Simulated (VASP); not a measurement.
# Sc (Cmmm) in VASP: a series of runs, part 2 of 2

VASP 6.6.1.

## (3) Single point, PBE (23.74 Å³/atom)

This run uses another cell than the first one, of 23.74 Å³/atom.

INCAR

```
  PREC = Accurate
  ENCUT = 520
  EDIFF = 1E-6
  ISMEAR = 0
  SIGMA = 0.1
  LREAL = F
  LASPH = T
  NELM = 60
  ALGO = Fast
  ISIF = 2
  LWAVE = F
  LCHARG = T
  GGA = PE
  LELF = T
  LVHAR = T
  NBANDS = 24
```

KPOINTS

```
Automatic mesh
0
Gamma
  10 10 14
```

POSCAR

```
Sc
1.0
    4.3913713260     -2.5345298647      0.0023977158
    4.3913713260      2.5345298647      0.0023977158
   -0.0017230470      0.0000000000      3.1999565438
Sc
3
Direct
    0.3333446973      0.3333446973      0.9999975877
    0.0000000000      0.0000000000      0.5000000000
    0.6666553027      0.6666553027      0.0000024123
```

Potentials or basis: VASP PAW PBE potentials, release 64 (Sc_sv).

Started as:

```sh
> cat potpaw_PBE.64/Sc_sv/POTCAR > POTCAR
> mpirun -np 1 vasp_std > vasp.out
```

OUTCAR:

```text
PREC = Accurate
   ENCUT = 520
   EDIFF = 1E-6
   ISMEAR = 0
   LREAL = F
   LASPH = T
   NELM = 60
   ISIF = 2
   GGA = PE

 ion  position               nearest neighbor table
   1  0.333  0.333  1.000-   3 2.93   3 2.93   3 2.93   2 3.34   2 3.34   2 3.34   2 3.34   2 3.34
                             2 3.34
   2  0.000  0.000  0.500-   3 3.34   3 3.34   1 3.34   1 3.34   3 3.34   1 3.34   3 3.34   1 3.34
                             3 3.34   1 3.34   3 3.34   1 3.34
   3  0.667  0.667  0.000-   1 2.93   1 2.93   1 2.93   2 3.34   2 3.34   2 3.34   2 3.34   2 3.34
                             2 3.34

  LATTYP: Found a simple monoclinic cell.
 ALAT       =     5.0690597294
 B/A-ratio  =     0.6312723027
 C/A-ratio  =     1.0002455971
 COS(beta)  =    -0.4998772316

  Lattice vectors:

 A1 = (   0.0000000000,  -5.0690597294,   0.0000000000)
 A2 = (  -0.0017230470,   0.0000000000,   3.1999565438)
 A3 = (  -4.3913713260,   2.5345298647,  -0.0023977158)

Analysis of symmetry for initial positions (statically):
=====================================================================
 Subroutine PRICEL returns:
 Original cell was already a primitive cell.

 Routine SETGRP: Setting up the symmetry group for a
 simple monoclinic supercell.

 Subroutine GETGRP returns: Found  4 space group operations
 (whereof  4 operations were pure point group operations)
 out of a pool of  4 trial point group operations.

The static configuration has the point symmetry C_2h.

Analysis of symmetry for dynamics (positions and initial velocities):
=====================================================================
 Subroutine PRICEL returns:
 Original cell was already a primitive cell.

 Routine SETGRP: Setting up the symmetry group for a
 simple monoclinic supercell.

[... 122 lines left out ...]
   EFERMI_NEDOS =   21; number of points for ismear=-14 and -15
   IALGO  =     68    algorithm
   IMIX   =      4    mixing-type and parameters
     AMIX     =   0.40;   BMIX     =  1.00
     AMIX_MAG =   1.60;   BMIX_MAG =  1.00
  volume/ion in A,a.u.               =      23.74       160.23
  Fermi-wavevector in a.u.,A,eV,Ry     =   1.266744  2.393799 21.832460  1.604641
  Thomas-Fermi vector in A             =   2.399929
   LORBIT       =      0    0 simple, 1 ext, 2 COOP (PROOUT), +10 PAW based schemes
   GGA     = PE    functional components
   LHFCALC =     F    Hartree Fock is set to
   AEXX    =    0.0000 exact exchange contribution
   IVDW    =     0    specifies the selected vdW correction
   LEPSILON=     F    determine dielectric tensor
   LRPA    =     F    only Hartree local field effects (RPA)
 non-spin polarized calculation
 RMM-DIIS sequential band-by-band and
 Gauss-broadening in eV      SIGMA  =   0.10
  energy-cutoff  :      520.00
  volume of cell :       71.23
 maximum number of plane-waves:      1946
 NGX is ok and might be reduce to    40
   NGX = 19   NGY = 19   NGZ = 11

 number of electron      33.0000006 magnetization

 Free energy of the ion-electron system (eV)
  ---------------------------------------------------
  ext. energy  EPLUGINS =         0.00000000
  ---------------------------------------------------
  free energy    TOTEN  =       -18.57158334 eV

  energy without entropy =      -18.54074922  energy(sigma->0) =      -18.55616628

 E-fermi :   3.8357     XC(G=0): -10.0238

 val. band max:        3.8339748534   @ k =   0.2000   0.1000   0.1429
 cond. band min:       3.8361677548   @ k =   0.3000   0.2000   0.0000
 fundamental gap:      0.0021929014
 Fermi energy:         3.8356750418

 k-point     1 :       0.0000    0.0000    0.0000
  band No.  band energies     occupation
      1     -45.4782      2.00000
      2     -45.4041      2.00000
      3     -45.3526      2.00000
      4     -24.2566      2.00000
      5     -24.2564      2.00000
      6     -24.1274      2.00000
[... 637 lines left out ...]
     23       5.9874      0.00000
     24       6.7789      0.00000

 [... further k-points ...]

------------------------ aborting loop because EDIFF is reached ----------------------------------------

  FORCE on cell =-STRESS in cart. coord.  units (eV):
  Direction    XX          YY          ZZ          XY          YZ          ZX
  --------------------------------------------------------------------------------------
  -------------------------------------------------------------------------------------
  Total        0.7688118      0.7745079      0.7935206      0.0000176      0.0000000     -0.0000075
  in kB       17.2925433     17.4206614     17.8483065      0.0003963      0.0000002     -0.0001688
  external PRESSURE =      17.5205037 kB  Pullay stress =       0.0000000 kB

 VOLUME and BASIS-vectors are now :
 -----------------------------------------------------------------------------
  energy-cutoff  :      520.00
  volume of cell :       71.23
      direct lattice vectors                 reciprocal lattice vectors
     4.391371326 -2.534529865  0.002397716     0.113859616 -0.197275245  0.000061309
     4.391371326  2.534529865  0.002397716     0.113859616  0.197275245  0.000061309
    -0.001723047  0.000000000  3.199956544    -0.000170629  0.000000000  0.312504152

 POSITION                                       TOTAL-FORCE (eV/Angst)
 -----------------------------------------------------------------------------------
      2.92596      0.00000      3.20155        -0.000162     -0.000011     -0.000000
     -0.00086      0.00000      1.59998        -0.000000      0.000000      0.000000
      5.85506      0.00000      0.00320         0.000162      0.000011      0.000000
 -----------------------------------------------------------------------------------
    total drift:                                0.000000      0.000000     -0.000000

  FREE ENERGIE OF THE ION-ELECTRON SYSTEM (eV)
  ---------------------------------------------------
  free  energy   TOTEN  =       -18.5715833406 eV

  energy  without entropy=      -18.5407492167  energy(sigma->0) =      -18.55616628
```

OSZICAR:

```text
N       E                     dE             d eps       ncg     rms          rms(c)
DAV:   1     0.617518881798E+03    0.61752E+03   -0.14908E+04 20008   0.144E+03
DAV:   2     0.847670065727E+01   -0.60904E+03   -0.59919E+03 26232   0.651E+02
DAV:   3    -0.198777916966E+02   -0.28354E+02   -0.27416E+02 31960   0.198E+02
DAV:   4    -0.206122225006E+02   -0.73443E+00   -0.71986E+00 33776   0.312E+01
DAV:   5    -0.206268918154E+02   -0.14669E-01   -0.14646E-01 32096   0.516E+00    0.968E+00
RMM:   6    -0.187077233112E+02    0.19192E+01   -0.27128E+00 20893   0.196E+01    0.328E+00
RMM:   7    -0.186018580117E+02    0.10587E+00   -0.50804E+00 25874   0.154E+01    0.175E+00
RMM:   8    -0.185587315000E+02    0.43127E-01   -0.29500E-01 21580   0.600E+00    0.703E-01
RMM:   9    -0.185696984820E+02   -0.10967E-01   -0.16770E-01 28359   0.235E+00    0.254E-01
RMM:  10    -0.185707728133E+02   -0.10743E-02   -0.33348E-02 29965   0.105E+00    0.103E-01
RMM:  11    -0.185713152054E+02   -0.54239E-03   -0.93958E-03 31719   0.521E-01    0.621E-02
RMM:  12    -0.185715013314E+02   -0.18613E-03   -0.21910E-03 29905   0.332E-01    0.254E-02
RMM:  13    -0.185715729572E+02   -0.71626E-04   -0.70275E-04 30711   0.150E-01    0.110E-02
RMM:  14    -0.185715759875E+02   -0.30303E-05   -0.14200E-04 28230   0.589E-02    0.296E-03
RMM:  15    -0.185715795103E+02   -0.35228E-05   -0.53403E-05 26342   0.402E-02    0.292E-03
RMM:  16    -0.185715827779E+02   -0.32677E-05   -0.16441E-05 23710   0.235E-02    0.128E-03
RMM:  17    -0.185715833406E+02   -0.56264E-06   -0.67947E-06 22246   0.123E-02
   1 F= -.18571583E+02 E0= -.18556166E+02  d E =-.308341E-01
```

Run time: 7.9 min. Hardware: 1 thread of AMD EPYC 9R45 (Zen 5), shared host; peak memory 0.57 GiB.

Results:

| Item | Value |
| --- | --- |
| Free energy | -18.5716 eV |
| Pressure | 1.8 GPa |
| Band gap on the k mesh | zero (an odd number of electrons rules out a gap without spin polarisation) |

## (4) Single point, PBE (21.54 Å³/atom)

This run uses another cell than the first one, of 21.54 Å³/atom.

INCAR

```
  ALGO = Fast
  EDIFF = 1E-6
  ENCUT = 520
  GGA = PE
  ISIF = 2
  ISMEAR = 0
  LASPH = T
  LCHARG = F
  LREAL = F
  LWAVE = F
  NBANDS = 24
  NELM = 100
  PREC = Accurate
  SIGMA = 0.1
```

KPOINTS

```
k-points
0
Gamma
  10 10 14
```

POSCAR

```
Sc
1.0
    4.2511243402     -2.4535847231      0.0023211401
    4.2511243402      2.4535847231      0.0023211401
   -0.0016680182      0.0000000000      3.0977597066
Sc
3
Direct
    0.3333446973      0.3333446973      0.9999975877
    0.0000000000      0.0000000000      0.5000000000
    0.6666553027      0.6666553027      0.0000024123
```

Started as:

```sh
> cat potpaw_PBE.64/Sc_sv/POTCAR > POTCAR
> mpirun -np 1 vasp_std > vasp.out
```

Run time: 23 min. Hardware: 1 thread of Oxide Virtual Turin-like, shared host; peak memory 0.54 GiB.

The run converged. Its results:

| Quantity | Value |
| --- | --- |
| Free energy | -18.3676 eV |
| Pressure | 8.4 GPa |
| Band gap on the k mesh | zero (an odd number of electrons rules out a gap without spin polarisation) |

Stress tensor (GPa, compression positive):
```
8.40 0.00 0.00
0.00 8.41 0.00
0.00 0.00 8.48
```

Levels at points of the mesh, in eV from the Fermi level:
```tsv
k point	band 12	band 13	band 14	band 15	band 16	band 17	band 18	band 19	band 20	band 21
(0.00, 0.00, 0.00)	-27.33	-5.26	-0.94	0.04	0.04	0.08	0.08	0.87	1.85	2.32
(0.50, 0.00, 0.00)	-27.37	-3.06	-2.97	-1.73	0.49	0.66	0.70	1.11	1.14	1.61
(0.00, 0.50, 0.00)	-27.37	-3.06	-2.97	-1.73	0.49	0.66	0.70	1.11	1.14	1.61
(0.50, 0.50, 0.00)	-27.37	-3.06	-2.97	-1.73	0.48	0.66	0.70	1.11	1.14	1.61
(0.00, 0.00, 0.50)	-27.39	-1.78	-1.37	-1.07	-1.07	-0.65	-0.65	1.87	1.87	2.06
(0.50, 0.00, 0.50)	-27.34	-1.66	-1.30	-0.80	-0.20	-0.17	-0.02	1.18	1.42	1.75
(0.00, 0.50, 0.50)	-27.34	-1.66	-1.30	-0.80	-0.20	-0.17	-0.02	1.18	1.42	1.75
(0.50, 0.50, 0.50)	-27.34	-1.66	-1.30	-0.80	-0.20	-0.17	-0.02	1.18	1.42	1.75
```

Caveat: the cell stands under pressure.

## (5) Single point, PBE (22.28 Å³/atom)

This run uses another cell than the first one, of 22.28 Å³/atom.

INCAR

```
SYSTEM = Sc
  PREC = Accurate
  ENCUT = 520
  EDIFF = 1E-7
  ISMEAR = 0
  SIGMA = 0.1
  LREAL = .False.
  LASPH = .True.
  NELM = 80
  ALGO = Fast
  ISIF = 2
  LWAVE = .False.
  LCHARG = .False.
  GGA = PE
  NBANDS = 24
```

KPOINTS

```
Automatic mesh
0
Gamma
  10 10 14
  0 0 0
```

POSCAR

```
Sc
1.0
    4.2988937805     -2.4811553984      0.0023472225
    4.2988937805      2.4811553984      0.0023472225
   -0.0016867615      0.0000000000      3.1325689090
Sc
3
Direct
    0.3333446973      0.3333446973      0.9999975877
    0.0000000000      0.0000000000      0.5000000000
    0.6666553027      0.6666553027      0.0000024123
```

Started as:

```sh
> cat potpaw_PBE.64/Sc_sv/POTCAR > POTCAR
> mpirun -np 1 vasp_std > vasp.out
```

It took 22 min on 1 thread of Oxide Virtual Turin-like, shared host; peak memory 0.55 GiB.

It converged, with:

```
Free energy            : -18.4668 eV
Pressure               : 5.9 GPa
Band gap on the k mesh : zero (an odd number of electrons rules out a gap without spin polarisation)
```

Stress tensor (GPa, compression positive):
```
5.86 0.00 0.00
0.00 5.88 0.00
0.00 0.00 5.98
```

Levels at points of the mesh, in eV from the Fermi level:
```
           k point  band 12  band 13  band 14  band 15  band 16  band 17  band 18  band 19  band 20  band 21
(0.00, 0.00, 0.00)   -27.44    -5.21    -0.88     0.02     0.02     0.05     0.06     0.83     1.80     2.25
(0.50, 0.00, 0.00)   -27.48    -3.06    -2.99    -1.68     0.49     0.65     0.70     1.03     1.09     1.56
(0.00, 0.50, 0.00)   -27.48    -3.06    -2.99    -1.68     0.49     0.65     0.70     1.03     1.09     1.56
(0.50, 0.50, 0.00)   -27.48    -3.06    -2.99    -1.68     0.49     0.65     0.70     1.03     1.09     1.57
(0.00, 0.00, 0.50)   -27.49    -1.81    -1.40    -1.00    -1.00    -0.61    -0.61     1.82     1.82     1.98
(0.50, 0.00, 0.50)   -27.45    -1.61    -1.28    -0.75    -0.23    -0.14    -0.03     1.09     1.40     1.70
(0.00, 0.50, 0.50)   -27.45    -1.61    -1.28    -0.75    -0.23    -0.14    -0.03     1.09     1.40     1.70
(0.50, 0.50, 0.50)   -27.45    -1.61    -1.29    -0.75    -0.23    -0.14    -0.03     1.09     1.40     1.70
```

Caveat: the cell stands under pressure.

## (6) Overview

| cell | further INCAR settings | gap on the mesh (eV) | pressure (GPa) |
| --- | --- | --- | --- |
| a = 5.017, b = 5.017, c = 3.167 Å, angles 90.0, 90.0, 60.0°, 3 atoms | ALGO = Fast; EDIFF = 1e-06; NBANDS = 24 | none | 3.7 |
| a = 5.070, b = 5.070, c = 3.200 Å, angles 90.0, 90.0, 60.0°, 3 atoms | ALGO = Fast; EDIFF = 1e-06; NBANDS = 24 | none | 1.8 |
| a = 4.908, b = 4.908, c = 3.098 Å, angles 90.0, 90.0, 60.0°, 3 atoms | ALGO = Fast; EDIFF = 1e-06; NBANDS = 24 | none | 8.4 |
| a = 4.964, b = 4.964, c = 3.133 Å, angles 90.0, 90.0, 60.0°, 3 atoms | ALGO = Fast; EDIFF = 1e-07; NBANDS = 24 | none | 5.9 |

Alike in all rows: task single point; level PBE; potentials or basis VASP PAW PBE potentials, release 64 (Sc_sv); no spin polarisation; k mesh 10 × 10 × 14; cutoff (eV) 520; smearing gaussian 0.1 eV.

Caveats: the cell stands under pressure (at least some runs).

Absolute energies hang on the potentials; compare differences alone.
